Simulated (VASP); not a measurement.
# Al (Fm-3m) in VASP: notebook, part 2 of 2

VASP 6.6.1.

## Step 4: Electric field gradients, LDA

This run uses another cell than the first one, of 16.58 Å³/atom, 0.943 times its volume.

INCAR

```
ALGO     = Normal         # electronic algorithm
EDIFF    = 1E-8           # SCF threshold, eV
ENCUT    = 520            # plane-wave cutoff, eV
GGA      = CA             # functional
ISIF     = 2              # what is computed and relaxed
ISMEAR   = -1             # smearing method
LASPH    = T              # aspherical terms in the spheres
LCHARG   = F              # write CHGCAR
LEFG     = T            
LREAL    = F              # projectors in reciprocal space
LWAVE    = F              # write WAVECAR
NBANDS   = 8              # bands
NELM     = 60             # most SCF steps
PREC     = Accurate       # precision mode
SIGMA    = 0.05           # smearing width, eV
```

KPOINTS

```
k-points
0
Gamma
  14 14 14
```

POSCAR

```
Al
1.0
    0.0000000000      2.0239800000      2.0239800000
    2.0239800000      0.0000000000      2.0239800000
    2.0239800000      2.0239800000      0.0000000000
Al
1
Direct
    0.0000000000      0.0000000000      0.0000000000
```

Potentials or basis: VASP PAW LDA potentials, release 64 (Al).

Command:

```bash
$ cat potpaw_LDA.64/Al/POTCAR > POTCAR
$ mpirun -np 1 vasp_std > vasp.out
```

OUTCAR:

```text
EDIFF = 1E-8
   ENCUT = 520
   GGA = CA
   ISIF = 2
   ISMEAR = -1
   LASPH = T
   LREAL = F
   NELM = 60
   PREC = Accurate

 ion  position               nearest neighbor table
   1  0.000  0.000  0.000-

  LATTYP: Found a face centered cubic cell.
 ALAT       =     4.0479600000

  Lattice vectors:

 A1 = (   0.0000000000,   2.0239800000,   2.0239800000)
 A2 = (   2.0239800000,   0.0000000000,   2.0239800000)
 A3 = (   2.0239800000,   2.0239800000,   0.0000000000)

Analysis of symmetry for initial positions (statically):
=====================================================================
 Subroutine PRICEL returns:
 Original cell was already a primitive cell.

 Routine SETGRP: Setting up the symmetry group for a
 face centered cubic supercell.

 Subroutine GETGRP returns: Found 48 space group operations
[... 444 lines left out ...]
  external PRESSURE =     -37.5306324 kB  Pullay stress =       0.0000000 kB

 VOLUME and BASIS-vectors are now :
 -----------------------------------------------------------------------------
  energy-cutoff  :      520.00
  volume of cell :       16.58
      direct lattice vectors                 reciprocal lattice vectors
     0.000000000  2.023980000  2.023980000    -0.247038014  0.247038014  0.247038014
     2.023980000  0.000000000  2.023980000     0.247038014 -0.247038014  0.247038014
     2.023980000  2.023980000  0.000000000     0.247038014  0.247038014 -0.247038014

 POSITION                                       TOTAL-FORCE (eV/Angst)
 -----------------------------------------------------------------------------------
      0.00000      0.00000      0.00000         0.000000      0.000000      0.000000
 -----------------------------------------------------------------------------------
    total drift:                               -0.000000      0.000000      0.000000

  FREE ENERGIE OF THE ION-ELECTRON SYSTEM (eV)
  ---------------------------------------------------
  free  energy   TOTEN  =        -4.1763900268 eV

  energy  without entropy=       -4.1719305573  energy(sigma->0) =       -4.17416029

 Electric field gradients (V/A^2)
---------------------------------------------------------------------
 ion       V_xx      V_yy      V_zz      V_xy      V_xz      V_yz
---------------------------------------------------------------------
   1      -0.000     0.000    -0.000     0.000     0.000     0.000
---------------------------------------------------------------------

 Electric field gradients after diagonalization (V/A^2)
 (convention: |V_zz| > |V_xx| > |V_yy|)
----------------------------------------------------------------------
 ion       V_xx      V_yy      V_zz     asymmetry (V_yy - V_xx)/ V_zz
----------------------------------------------------------------------
   1      -0.000    -0.000     0.000       0.000
----------------------------------------------------------------------

           NMR quadrupolar parameters

 Cq : quadrupolar parameter    Cq=e*Q*V_zz/h
 eta: asymmetry parameters     (V_yy - V_xx)/ V_zz
 Q  : nuclear electric quadrupole moment in mb (millibarn)
----------------------------------------------------------------------
 ion       Cq(MHz)       eta       Q (mb)
----------------------------------------------------------------------
   1       0.000       0.000       1.000
----------------------------------------------------------------------
```

OSZICAR:

```text
N       E                     dE             d eps       ncg     rms          rms(c)
DAV:   1    -0.282356761763E+01   -0.28236E+01   -0.86725E+02  1664   0.206E+02
DAV:   2    -0.419877670402E+01   -0.13752E+01   -0.13403E+01  2408   0.187E+01
DAV:   3    -0.420559311333E+01   -0.68164E-02   -0.68153E-02  2080   0.144E+00
DAV:   4    -0.420560492758E+01   -0.11814E-04   -0.11815E-04  2688   0.536E-02
DAV:   5    -0.420560493738E+01   -0.98028E-08   -0.90736E-08  2112   0.101E-03    0.135E+00
DAV:   6    -0.418783809860E+01    0.17767E-01   -0.27759E-03  2208   0.207E-01    0.762E-01
DAV:   7    -0.417641471309E+01    0.11423E-01   -0.68856E-03  2096   0.321E-01    0.158E-01
DAV:   8    -0.417639025776E+01    0.24455E-04   -0.19865E-05  2536   0.296E-02    0.153E-02
DAV:   9    -0.417639004743E+01    0.21034E-06   -0.14049E-07  2184   0.173E-03    0.890E-04
DAV:  10    -0.417639002717E+01    0.20263E-07   -0.43092E-09  2504   0.382E-04    0.252E-04
DAV:  11    -0.417639002678E+01    0.38560E-09   -0.16724E-10  1488   0.761E-05
   1 F= -.41763900E+01 E0= -.41741603E+01  d E =-.445947E-02
```

Run time: 9.7 s. Hardware: 1 thread of Intel Xeon 6975P-C, shared host; peak memory 0.12 GiB.

Results:

| Property | Result |
| --- | --- |
| Free energy | -4.1764 eV |
| Pressure | -3.8 GPa |

Caveat: without QUAD_EFG the Cq values of the log hold for a quadrupole moment of 1 mb, not for the nuclei.

## Step 5: Electric field gradients, r2SCAN

This run uses another cell than the first one, of 16.58 Å³/atom, 0.943 times its volume.

POSCAR is that of step 4.

INCAR.step1

```
  PREC = Accurate
  ENCUT = 520
  ISMEAR = -1
  SIGMA = 0.05
  LREAL = False
  LASPH = True
  NELM = 60
  NBANDS = 8
  GGA = PE
  ALGO = Normal
  EDIFF = 1E-4
  LWAVE = True
  LCHARG = False
```

INCAR.step2

```
  PREC = Accurate
  ENCUT = 520
  EDIFF = 1E-8
  ISMEAR = -1
  SIGMA = 0.05
  LREAL = False
  LASPH = True
  NELM = 60
  ALGO = Normal
  ISIF = 2
  LWAVE = False
  LCHARG = False
  METAGGA = R2SCAN
  LMIXTAU = True
  LEFG = True
  NBANDS = 8
  ISTART = 1
```

KPOINTS

```
regular mesh
0
Gamma
  14 14 14
```

Potentials or basis: VASP PAW PBE potentials, release 64 (Al).

Command:

```bash
$ cat potpaw_PBE.64/Al/POTCAR > POTCAR
$ cp INCAR.step1 INCAR
$ mpirun -np 1 vasp_std > vasp.out
$ cp INCAR.step2 INCAR
$ mpirun -np 1 vasp_std > vasp.out
```

OUTCAR:

```text
PREC = Accurate
   ENCUT = 520
   EDIFF = 1E-8
   ISMEAR = -1
   LREAL = False
   LASPH = True
   NELM = 60
   ISIF = 2
   METAGGA = R2SCAN
   ISTART = 1

 ion  position               nearest neighbor table
   1  0.000  0.000  0.000-

  LATTYP: Found a face centered cubic cell.
 ALAT       =     4.0479600000

  Lattice vectors:

 A1 = (   0.0000000000,   2.0239800000,   2.0239800000)
[... 471 lines left out ...]
    total drift:                                0.000000     -0.000000     -0.000000

  FREE ENERGIE OF THE ION-ELECTRON SYSTEM (eV)
  ---------------------------------------------------
  free  energy   TOTEN  =        -6.7249197125 eV

  energy  without entropy=       -6.7213096093  energy(sigma->0) =       -6.72311466

 Electric field gradients (V/A^2)
---------------------------------------------------------------------
 ion       V_xx      V_yy      V_zz      V_xy      V_xz      V_yz
---------------------------------------------------------------------
   1       0.000    -0.000    -0.000     0.000     0.000     0.000
---------------------------------------------------------------------

 Electric field gradients after diagonalization (V/A^2)
 (convention: |V_zz| > |V_xx| > |V_yy|)
----------------------------------------------------------------------
 ion       V_xx      V_yy      V_zz     asymmetry (V_yy - V_xx)/ V_zz
----------------------------------------------------------------------
   1      -0.000    -0.000     0.000       0.000
----------------------------------------------------------------------

           NMR quadrupolar parameters

 Cq : quadrupolar parameter    Cq=e*Q*V_zz/h
 eta: asymmetry parameters     (V_yy - V_xx)/ V_zz
 Q  : nuclear electric quadrupole moment in mb (millibarn)
----------------------------------------------------------------------
 ion       Cq(MHz)       eta       Q (mb)
----------------------------------------------------------------------
   1       0.000       0.000       1.000
----------------------------------------------------------------------
```

OUTCAR.step1:

```text
PREC = Accurate
   ENCUT = 520
   ISMEAR = -1
   LREAL = False
   LASPH = True
   NELM = 60
[... 479 lines left out ...]
 POSITION                                       TOTAL-FORCE (eV/Angst)
 -----------------------------------------------------------------------------------
      0.00000      0.00000      0.00000        -0.000000      0.000000     -0.000000
 -----------------------------------------------------------------------------------
    total drift:                                0.000000     -0.000000      0.000000

  FREE ENERGIE OF THE ION-ELECTRON SYSTEM (eV)
  ---------------------------------------------------
  free  energy   TOTEN  =        -3.7399586364 eV

  energy  without entropy=       -3.7357512881  energy(sigma->0) =       -3.73785496
```

It took 40 s on 1 thread of Intel Xeon 6975P-C, shared host; peak memory 0.14 GiB.

Results:

```
Free energy : -6.7249 eV
Pressure    : -4.0 GPa
```

Caveat: without QUAD_EFG the Cq values of the log hold for a quadrupole moment of 1 mb, not for the nuclei; the PAW data sets were made with another functional, which shifts forces and pressure a little.

## Step 6: Electric field gradients, PBE (volume scaled by 0.94)

INCAR

```
  ALGO = Normal
  EDIFF = 1E-8
  ENCUT = 520
  GGA = PE
  ISIF = 2
  ISMEAR = -1
  LASPH = True
  LCHARG = False
  LEFG = True
  LREAL = False
  LWAVE = False
  NBANDS = 8
  NELM = 60
  PREC = Accurate
  SIGMA = 0.05
```

KPOINTS

```
k-points
0
Gamma
  14 14 14
```

POSCAR

```
Al
1.0
    0.0000000000      1.9826626923      1.9826626923
    1.9826626923      0.0000000000      1.9826626923
    1.9826626923      1.9826626923      0.0000000000
Al
1
Direct
    0.0000000000      0.0000000000      0.0000000000
```

Potentials or basis: VASP PAW PBE potentials, release 64 (Al).

Command:

```bash
$ cat potpaw_PBE.64/Al/POTCAR > POTCAR
$ mpirun -np 1 vasp_std > vasp.out
```

OUTCAR:

```text
EDIFF = 1E-8
   ENCUT = 520
   GGA = PE
   ISIF = 2
   ISMEAR = -1
   LASPH = True
   LREAL = False
   NELM = 60
   PREC = Accurate

 ion  position               nearest neighbor table
   1  0.000  0.000  0.000-

  LATTYP: Found a face centered cubic cell.
 ALAT       =     3.9653253846

  Lattice vectors:

 A1 = (   0.0000000000,   1.9826626923,   1.9826626923)
 A2 = (   1.9826626923,   0.0000000000,   1.9826626923)
 A3 = (   1.9826626923,   1.9826626923,   0.0000000000)

Analysis of symmetry for initial positions (statically):
=====================================================================
 Subroutine PRICEL returns:
 Original cell was already a primitive cell.

 Routine SETGRP: Setting up the symmetry group for a
 face centered cubic supercell.

[... 444 lines left out ...]
  in kB       46.8770533     46.8770533     46.8770533      0.0000000      0.0000000     -0.0000000
  external PRESSURE =      46.8770533 kB  Pullay stress =       0.0000000 kB

 VOLUME and BASIS-vectors are now :
 -----------------------------------------------------------------------------
  energy-cutoff  :      520.00
  volume of cell :       15.59
      direct lattice vectors                 reciprocal lattice vectors
     0.000000000  1.982662692  1.982662692    -0.252186114  0.252186114  0.252186114
     1.982662692  0.000000000  1.982662692     0.252186114 -0.252186114  0.252186114
     1.982662692  1.982662692  0.000000000     0.252186114  0.252186114 -0.252186114

 POSITION                                       TOTAL-FORCE (eV/Angst)
 -----------------------------------------------------------------------------------
      0.00000      0.00000      0.00000         0.000000      0.000000      0.000000
 -----------------------------------------------------------------------------------
    total drift:                               -0.000000     -0.000000     -0.000000

  FREE ENERGIE OF THE ION-ELECTRON SYSTEM (eV)
  ---------------------------------------------------
  free  energy   TOTEN  =        -3.7282701008 eV

  energy  without entropy=       -3.7245225356  energy(sigma->0) =       -3.72639632

 Electric field gradients (V/A^2)
---------------------------------------------------------------------
 ion       V_xx      V_yy      V_zz      V_xy      V_xz      V_yz
---------------------------------------------------------------------
   1       0.000    -0.000    -0.000     0.000     0.000     0.000
---------------------------------------------------------------------

 Electric field gradients after diagonalization (V/A^2)
 (convention: |V_zz| > |V_xx| > |V_yy|)
----------------------------------------------------------------------
 ion       V_xx      V_yy      V_zz     asymmetry (V_yy - V_xx)/ V_zz
----------------------------------------------------------------------
   1      -0.000    -0.000     0.000       0.000
----------------------------------------------------------------------

           NMR quadrupolar parameters

 Cq : quadrupolar parameter    Cq=e*Q*V_zz/h
 eta: asymmetry parameters     (V_yy - V_xx)/ V_zz
 Q  : nuclear electric quadrupole moment in mb (millibarn)
----------------------------------------------------------------------
 ion       Cq(MHz)       eta       Q (mb)
----------------------------------------------------------------------
   1       0.000       0.000       1.000
----------------------------------------------------------------------
```

OSZICAR:

```text
N       E                     dE             d eps       ncg     rms          rms(c)
DAV:   1    -0.239712930911E+01   -0.23971E+01   -0.85859E+02  1672   0.202E+02
DAV:   2    -0.374682196114E+01   -0.13497E+01   -0.12879E+01  2344   0.187E+01
DAV:   3    -0.375226588459E+01   -0.54439E-02   -0.54412E-02  2184   0.131E+00
DAV:   4    -0.375227567790E+01   -0.97933E-05   -0.97932E-05  2544   0.527E-02
DAV:   5    -0.375227570084E+01   -0.22939E-07   -0.22437E-07  2272   0.136E-03    0.141E+00
DAV:   6    -0.373838343656E+01    0.13892E-01   -0.14354E-03  2248   0.181E-01    0.819E-01
DAV:   7    -0.372827632932E+01    0.10107E-01   -0.43456E-03  2208   0.294E-01    0.158E-01
DAV:   8    -0.372827212462E+01    0.42047E-05   -0.12338E-05  2312   0.251E-02    0.168E-02
DAV:   9    -0.372827037718E+01    0.17474E-05   -0.77327E-07  2392   0.408E-03    0.590E-04
DAV:  10    -0.372827013681E+01    0.24037E-06   -0.30508E-09  2392   0.406E-04    0.457E-04
DAV:  11    -0.372827008640E+01    0.50409E-07   -0.92190E-11  1544   0.585E-05    0.574E-05
DAV:  12    -0.372827009954E+01   -0.13137E-07   -0.52525E-12  1344   0.136E-05    0.120E-05
DAV:  13    -0.372827010081E+01   -0.12718E-08   -0.31027E-13  1048   0.338E-06
   1 F= -.37282701E+01 E0= -.37263963E+01  d E =-.374757E-02
```

It took 8.7 s on 1 thread of Intel Xeon 6975P-C, shared host; peak memory 0.13 GiB.

Results:

```
Free energy : -3.7283 eV
Pressure    : 4.7 GPa
```

Caveat: the cell differs from its parent crystal (volume scaled by 0.94); without QUAD_EFG the Cq values of the log hold for a quadrupole moment of 1 mb, not for the nuclei.

## Step 7: The runs side by side

| level | potentials or basis | cell | gap on the mesh (eV) | pressure (GPa) |
| --- | --- | --- | --- | --- |
| PBE | VASP PAW PBE potentials, release 64 (Al) | a = 2.918 Å, angles 60.0°, 1 atom | none | -4.4 |
| LDA | VASP PAW LDA potentials, release 64 (Al) | a = 2.862 Å, angles 60.0°, 1 atom | none | -3.8 |
| r2SCAN | VASP PAW PBE potentials, release 64 (Al) | a = 2.862 Å, angles 60.0°, 1 atom | none | -4.0 |
| PBE | VASP PAW PBE potentials, release 64 (Al) | a = 2.804 Å, angles 60.0°, 1 atom | none | 4.7 |

Alike in all rows: task electric field gradients; no spin polarisation; k mesh 14 × 14 × 14; cutoff (eV) 520; smearing fermi-dirac 0.05 eV.

Caveats: the PAW data sets were made with another functional, which shifts forces and pressure a little (some runs).

Absolute energies hang on the potentials; compare differences alone.
